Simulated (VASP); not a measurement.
# Ir: single point with PBEsol

Ir:

```
Ir
1.0
     2.77215    0.00000    0.00000
    -1.38607    2.40075    0.00000
     0.00000    0.00000    4.49451
Ir
2
Direct
  0.66667 0.33333 0.75000
  0.33333 0.66667 0.25000
```

This isn't the form of Ir at room conditions, which is fcc.

```json
{
  "Program": "VASP 6.6.1",
  "Task": "single point",
  "Functional": "PBEsol",
  "Potentials or basis": "VASP PAW PBE potentials, release 64 (Ir)",
  "Cutoff": "520 eV",
  "k mesh": "21 × 21 × 12",
  "Occupations": "gaussian, width 0.15 eV",
  "Spin": "collinear spin",
  "Starting moments": "[0.4, 0.4] μB",
  "Fixed moment": "0.8 μB",
  "Dipole correction": "no",
  "Further INCAR settings": "ALGO = Normal; EDIFF = 1e-07; NBANDS = 20"
}
```

```json
{
  "Pressure": "-17.3 GPa",
  "Net moment": "0.80 μB per cell",
  "Site moments": "Ir +0.39 μB",
  "Valence electrons inside the program's atomic spheres": "Ir 8.21"
}
```

Stress tensor (GPa, compression positive):
```
-17.02   0.00   0.00
  0.00 -17.02   0.00
  0.00   0.00 -17.89
```

Wall time 3.3 min on 1 thread of AMD EPYC 9R45 96-Core Processor (Zen 5) (shared host), peak memory 0.35 GiB.

Caveat: the cell stands under tension; the PAW data sets were made with another functional, which shifts forces and pressure a little; the total moment is fixed, so each spin has its own Fermi level.
